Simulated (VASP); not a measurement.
# W (Im-3m) in VASP: a series of runs

The runs below take W through single point, relaxation of cell and atoms, with PBEsol.

Everything below comes from runs of VASP 6.6.1. Logs are shortened: lines on timing, memory, paths and dates and some standing lists are left out, and cuts for length are marked.

## 1. The cell of the first run

It takes space group Im-3m (No. 229, cubic). The conventional cell has a = 3.154 Å, b = 3.154 Å, c = 3.154 Å, α = 90.00°, β = 90.00°, γ = 90.00°. W (site symmetry m-3m) has 14 W at 2.73 to 3.15 Å within 3.6 Å.

## 2. Single point, PBEsol

The input, INCAR:

```
ALGO = Normal ; EDIFF = 1E-6
ENCUT = 500 ; GGA = PS
GGA_COMPAT = F ; ISIF = 2
ISMEAR = -1 ; LASPH = T
LCHARG = F ; LREAL = F
LWAVE = F ; NBANDS = 13
NELM = 120 ; PREC = Accurate
SIGMA = 0.15
```

The input, KPOINTS:

```
k-points
0
Gamma
  20 20 20
```

The input, POSCAR:

```
W
1.0
   -1.5771083352      1.5771083352      1.5771083352
    1.5771083352     -1.5771083352      1.5771083352
    1.5771083352      1.5771083352     -1.5771083352
W
1
Direct
    0.0000000000      0.0000000000      0.0000000000
```

Potentials or basis: VASP PAW PBE potentials, release 64 (W_sv).

Launch:

```bash
> cat potpaw_PBE.64/W_sv/POTCAR > POTCAR
> mpirun -np 1 vasp_std > vasp.out
```

OUTCAR:

```text
EDIFF = 1E-6
   ENCUT = 500
   GGA = PS
   ISIF = 2
   ISMEAR = -1
   LASPH = T
   LREAL = F
   NELM = 120
   PREC = Accurate

 ion  position               nearest neighbor table
   1  0.000  0.000  0.000-

  LATTYP: Found a body centered cubic cell.
 ALAT       =     3.1542166704

  Lattice vectors:

 A1 = (  -1.5771083352,   1.5771083352,   1.5771083352)
 A2 = (   1.5771083352,  -1.5771083352,   1.5771083352)
 A3 = (   1.5771083352,   1.5771083352,  -1.5771083352)

Analysis of symmetry for initial positions (statically):
=====================================================================
 Subroutine PRICEL returns:
 Original cell was already a primitive cell.

 Routine SETGRP: Setting up the symmetry group for a
 body centered cubic supercell.

 Subroutine GETGRP returns: Found 48 space group operations
 (whereof 48 operations were pure point group operations)
 out of a pool of 48 trial point group operations.

The static configuration has the point symmetry O_h .

Analysis of symmetry for dynamics (positions and initial velocities):
=====================================================================
 Subroutine PRICEL returns:
 Original cell was already a primitive cell.

 Routine SETGRP: Setting up the symmetry group for a
 body centered cubic supercell.

 Subroutine GETGRP returns: Found 48 space group operations
 (whereof 48 operations were pure point group operations)
 out of a pool of 48 trial point group operations.

The dynamic configuration has the point symmetry O_h .

 Subroutine INISYM returns: Found 48 space group operations
 (whereof 48 operations are pure point group operations),
 and found     1 'primitive' translations

----------------------------------------------------------------------------------------

                                     Primitive cell

  volume of cell :      15.6908

  direct lattice vectors                    reciprocal lattice vectors
    -1.577108335  1.577108335  1.577108335     0.000000000  0.317035925  0.317035925
     1.577108335 -1.577108335  1.577108335     0.317035925  0.000000000  0.317035925
     1.577108335  1.577108335 -1.577108335     0.317035925  0.317035925  0.000000000

  length of vectors
     2.731631766  2.731631766  2.731631766     0.448356505  0.448356505  0.448356505

  position of ions in fractional coordinates (direct lattice)
     0.000000000  0.000000000  0.000000000

  ion indices of the primitive-cell ions
   primitive index   ion index
                 1           1

----------------------------------------------------------------------------------------

 KPOINTS: k-points

Automatic generation of k-mesh.
 Grid dimensions read from file:
 generate k-points for:   20   20   20

 Generating k-lattice:

  Cartesian coordinates                     Fractional coordinates (reciprocal lattice)
     0.000000000  0.015851796  0.015851796     0.050000000  0.000000000  0.000000000
     0.015851796  0.000000000  0.015851796     0.000000000  0.050000000  0.000000000
     0.015851796  0.015851796  0.000000000     0.000000000  0.000000000  0.050000000

  Length of vectors
     0.022417825  0.022417825  0.022417825

  Shift w.r.t. Gamma in fractional coordinates (k-lattice)
     0.000000000  0.000000000  0.000000000

 Subroutine IBZKPT returns following result:
 ===========================================

 Found    256 irreducible k-points:

 Following reciprocal coordinates:
            Coordinates               Weight
  0.000000  0.000000  0.000000      1.000000
  0.050000  0.000000  0.000000     12.000000
  0.100000  0.000000  0.000000     12.000000
  0.150000  0.000000  0.000000     12.000000
  0.200000  0.000000  0.000000     12.000000
  0.250000  0.000000  0.000000     12.000000
[... 16 lines left out ...]
  0.200000  0.100000  0.000000     48.000000
  0.250000  0.100000  0.000000     48.000000
 [... further k-points ...]
   k-points           NKPTS =    256   k-points in BZ     NKDIM =    256   number of bands    NBANDS=     13
   number of dos      NEDOS =    301   number of ions     NIONS =      1
   total plane-waves  NPLWV =   8000
   dimension x,y,z NGX =    20 NGY =   20 NGZ =   20
   dimension x,y,z NGXF=    40 NGYF=   40 NGZF=   40
   ions per type =               1
   NGX,Y,Z   is equivalent  to a cutoff of  12.17, 12.17, 12.17 a.u.
   NGXF,Y,Z  is equivalent  to a cutoff of  24.34, 24.34, 24.34 a.u.
 SYSTEM =  unknown system
   PREC   = accura    normal or accurate (medium, high low for compatibility)
   ISTART =      0    job   : 0-new  1-cont  2-samecut
   ICHARG =      2    charge: 1-file 2-atom 10-const
   ISPIN  =      1    spin polarized calculation?
   LNONCOLLINEAR =      F non collinear calculations
   LSORBIT =      F    spin-orbit coupling
   LASPH  =      T    aspherical Exc in radial PAW
   ENCUT  =  500.0 eV  36.75 Ry    6.06 a.u.   4.98  4.98  4.98*2*pi/ulx,y,z
   NELM   =    120;   NELMIN=  2; NELMDL= -5     # of ELM steps
   EDIFF  = 0.1E-05   stopping-criterion for ELM
   LREAL  =      F    real-space projection
   EDIFFG = 0.1E-04   stopping-criterion for IOM
   NSW    =      0    number of steps for IOM
   IBRION =     -1    ionic relax: 0-MD 1-quasi-New 2-CG
   NFREE  =      0    steps in history (QN), initial steepest desc. (CG)
   ISIF   =      2    stress and relaxation
   ISYM   =      2    0-nonsym 1-usesym 2-fastsym
   POTIM  = 0.5000    time-step for ionic-motion
   TEBEG  =    0.0;   TEEND  =   0.0 temperature during run
   PSTRESS=    0.0 pullay stress
   NELECT =      14.0000    total number of electrons
   NUPDOWN=      -1.0000    fix difference up-down
   EMIN   =  10.00;   EMAX   =-10.00  energy-range for DOS
   EFERMI =   0.00;   METHOD = LEGACY
   ISMEAR =    -1;   SIGMA  =   0.15  broadening in eV -4-tet -1-fermi 0-gaus
   EFERMI_NEDOS =   21; number of points for ismear=-14 and -15
   IALGO  =     38    algorithm
   IMIX   =      4    mixing-type and parameters
     AMIX     =   0.40;   BMIX     =  1.00
     AMIX_MAG =   1.60;   BMIX_MAG =  1.00
  volume/ion in A,a.u.               =      15.69       105.89
  Fermi-wavevector in a.u.,A,eV,Ry     =   1.576048  2.978298 33.795864  2.483926
  Thomas-Fermi vector in A             =   2.676939
   LORBIT       =      0    0 simple, 1 ext, 2 COOP (PROOUT), +10 PAW based schemes
   GGA     = PS    functional components
   LHFCALC =     F    Hartree Fock is set to
   AEXX    =    0.0000 exact exchange contribution
   IVDW    =     0    specifies the selected vdW correction
   LEPSILON=     F    determine dielectric tensor
   LRPA    =     F    only Hartree local field effects (RPA)
 non-spin polarized calculation
  energy-cutoff  :      500.00
  volume of cell :       15.69
 maximum number of plane-waves:       420
   NGX =  9   NGY =  9   NGZ =  9

 number of electron      14.0000005 magnetization

 Free energy of the ion-electron system (eV)
  ---------------------------------------------------
  ext. energy  EPLUGINS =         0.00000000
  ---------------------------------------------------
  free energy    TOTEN  =       -13.82371923 eV

  energy without entropy =      -13.79063612  energy(sigma->0) =      -13.80717768

 E-fermi :  11.4189     XC(G=0): -13.8187

 val. band max:       11.4027835767   @ k =  -0.1500   0.2000   0.1000
 cond. band min:      11.4382419364   @ k =  -0.2000   0.3000   0.1000
 fundamental gap:      0.0354583596
 Fermi energy:        11.4189181267

 k-point     1 :       0.0000    0.0000    0.0000
  band No.  band energies     occupation
      1     -62.7079      2.00000
      2     -26.2505      2.00000
      3     -26.2505      2.00000
      4     -26.2505      2.00000
      5       1.7128      2.00000
      6      10.1714      1.99951
      7      10.1714      1.99951
      8      10.1714      1.99951
      9      13.6839      0.00000
     10      13.6839      0.00000
     11      25.9873      0.00000
     12      25.9873      0.00000
     13      25.9873      0.00000

 k-point     2 :       0.0500    0.0000    0.0000
  band No.  band energies     occupation
      1     -62.7045      2.00000
      2     -26.2861      2.00000
      3     -26.2616      2.00000
      4     -26.2507      2.00000
      5       1.8363      2.00000
      6      10.0956      1.99971
      7      10.1552      1.99956
      8      10.2903      1.99892
      9      13.5595      0.00000
     10      13.6844      0.00000
     11      26.0947      0.00000
     12      26.1968      0.00000
     13      26.2972      0.00000

 k-point     3 :       0.1000    0.0000    0.0000
  band No.  band energies     occupation
      1     -62.6946      2.00000
      2     -26.3885      2.00000
      3     -26.2935      2.00000
      4     -26.2512      2.00000
      5       2.1955      2.00000
      6       9.8830      1.99993
      7      10.0873      1.99972
      8      10.6438      1.98866
      9      13.2756      0.00001
     10      13.6908      0.00000
     11      26.3766      0.00000
     12      26.8094      0.00000
     13      27.1160      0.00000
[... 305 lines left out ...]
 k-point    23 :       0.2000    0.1000    0.0000
  band No.  band energies     occupation
      1     -62.6310      2.00000
      2     -26.9858      2.00000
      3     -26.4761      2.00000
      4     -26.2995      2.00000
      5       4.4670      2.00000
      6       8.8440      2.00000
      7       9.2110      2.00000
      8      12.7227      0.00034
      9      13.5004      0.00000
     10      14.1808      0.00000
     11      26.5711      0.00000
     12      28.0172      0.00000
     13      30.0285      0.00000

 k-point    24 :       0.2500    0.1000    0.0000
  band No.  band energies     occupation
      1     -62.6102      2.00000
      2     -27.1642      2.00000
      3     -26.5531      2.00000
      4     -26.3028      2.00000
      5       5.0534      2.00000
      6       8.5154      2.00000
      7       9.2670      2.00000
      8      12.9405      0.00008
      9      14.3126      0.00000
     10      14.6512      0.00000
     11      25.4946      0.00000
     12      27.0550      0.00000
     13      31.2360      0.00000

 [... further k-points ...]

------------------------ aborting loop because EDIFF is reached ----------------------------------------

  FORCE on cell =-STRESS in cart. coord.  units (eV):
  Direction    XX          YY          ZZ          XY          YZ          ZX
  --------------------------------------------------------------------------------------
  -------------------------------------------------------------------------------------
  Total        0.0634571      0.0634571      0.0634571     -0.0000000     -0.0000000     -0.0000000
  in kB        6.4795699      6.4795699      6.4795699     -0.0000000     -0.0000000     -0.0000000
  external PRESSURE =       6.4795699 kB  Pullay stress =       0.0000000 kB

 VOLUME and BASIS-vectors are now :
 -----------------------------------------------------------------------------
  energy-cutoff  :      500.00
  volume of cell :       15.69
      direct lattice vectors                 reciprocal lattice vectors
    -1.577108335  1.577108335  1.577108335     0.000000000  0.317035925  0.317035925
     1.577108335 -1.577108335  1.577108335     0.317035925  0.000000000  0.317035925
     1.577108335  1.577108335 -1.577108335     0.317035925  0.317035925  0.000000000

 POSITION                                       TOTAL-FORCE (eV/Angst)
 -----------------------------------------------------------------------------------
      0.00000      0.00000      0.00000         0.000000      0.000000     -0.000000
 -----------------------------------------------------------------------------------
    total drift:                                0.000000     -0.000000      0.000000

  FREE ENERGIE OF THE ION-ELECTRON SYSTEM (eV)
  ---------------------------------------------------
  free  energy   TOTEN  =       -13.8237192299 eV

  energy  without entropy=      -13.7906361249  energy(sigma->0) =      -13.80717768
```

Run time: 16 s. Hardware: 1 thread of Intel Xeon Platinum 8559C (Emerald Rapids), shared host; peak memory 0.16 GiB.

Results:

- Free energy: -13.8237 eV
- Pressure: 0.6 GPa
- Band gap on the k mesh: zero (band 7 reaches 16.68 eV, above the bottom of band 8 at 10.17 eV)

Levels at points of the mesh, in eV from the Fermi level:
| k point | band 4 | band 5 | band 6 | band 7 | band 8 | band 9 | band 10 | band 11 |
| --- | --- | --- | --- | --- | --- | --- | --- | --- |
| (0.00, 0.00, 0.00) | -37.67 | -9.71 | -1.25 | -1.25 | -1.25 | 2.26 | 2.26 | 14.57 |
| (0.50, 0.00, 0.00) | -37.68 | -6.35 | -3.62 | 0.74 | 2.17 | 3.16 | 6.26 | 11.24 |
| (0.50, 0.50, 0.50) | -38.60 | -5.93 | -5.93 | 5.26 | 5.26 | 5.26 | 8.34 | 8.34 |

Caveat: the PAW data sets were made with another functional, which shifts forces and pressure a little; spin-orbit coupling is left out, which moves the levels of the heavy elements.

## 3. Relaxation of cell and atoms, PBEsol

The input, INCAR:

```
PREC = Accurate
ENCUT = 500
EDIFF = 1E-7
ISMEAR = -1
SIGMA = 0.15
LREAL = False
LASPH = True
NELM = 120
ALGO = Normal
ISIF = 3
LWAVE = False
LCHARG = False
GGA = PS
IBRION = 2
NSW = 80
EDIFFG = -0.001
GGA_COMPAT = False
NELMIN = 4
```

The input, KPOINTS:

```
regular mesh
0
Gamma
  20 20 20
```

The input, POSCAR:

```
W
1.0
   -1.5771737550      1.5771737550      1.5771737550
    1.5771737550     -1.5771737550      1.5771737550
    1.5771737550      1.5771737550     -1.5771737550
W
1
Direct
    0.0000000000      0.0000000000      0.0000000000
```

Potentials or basis: VASP PAW PBE potentials, release 64 (W_sv).

Launch:

```bash
> cat potpaw_PBE.64/W_sv/POTCAR > POTCAR
> mpirun -np 1 vasp_std > vasp.out
```

Run time: 33 s. Hardware: 1 thread of Intel Xeon Platinum 8559C (Emerald Rapids), shared host; peak memory 0.16 GiB.

Results (log left out):

```
Free energy                            : -13.8238 eV
Relaxed volume                         : 15.72 Å³/atom
Relaxed cell                           : a = 2.733 Å, b = 2.733 Å, c = 2.733 Å, α = 109.47°, β = 109.47°, γ = 109.47°
Space group after relaxing (to 0.05 Å) : Im-3m (No. 229)
Energy gained by relaxing              : 0.1 meV/atom
Ionic steps                            : 3
Pressure after relaxing                : 0.0 GPa
Band gap on the k mesh                 : zero (band 7 reaches 16.63 eV, above the bottom of band 8 at 10.15 eV)
```

Final structure:
```
W
1.0
    -1.57815    1.57815    1.57815
     1.57815   -1.57815    1.57815
     1.57815    1.57815   -1.57815
W
1
Cartesian
  0.0000 0.0000 0.0000
```

Levels at points of the mesh, in eV from the Fermi level:
| k point | band 5 | band 6 | band 7 | band 8 | band 9 | band 10 |
| --- | --- | --- | --- | --- | --- | --- |
| (0.00, 0.00, 0.00) | -9.69 | -1.24 | -1.24 | -1.24 | 2.26 | 2.26 |
| (0.50, 0.00, 0.00) | -6.34 | -3.61 | 0.73 | 2.16 | 3.15 | 6.25 |
| (0.50, 0.50, 0.50) | -5.91 | -5.91 | 5.24 | 5.24 | 5.24 | 8.32 |

Caveat: the PAW data sets were made with another functional, which shifts forces and pressure a little; spin-orbit coupling is left out, which moves the levels of the heavy elements.
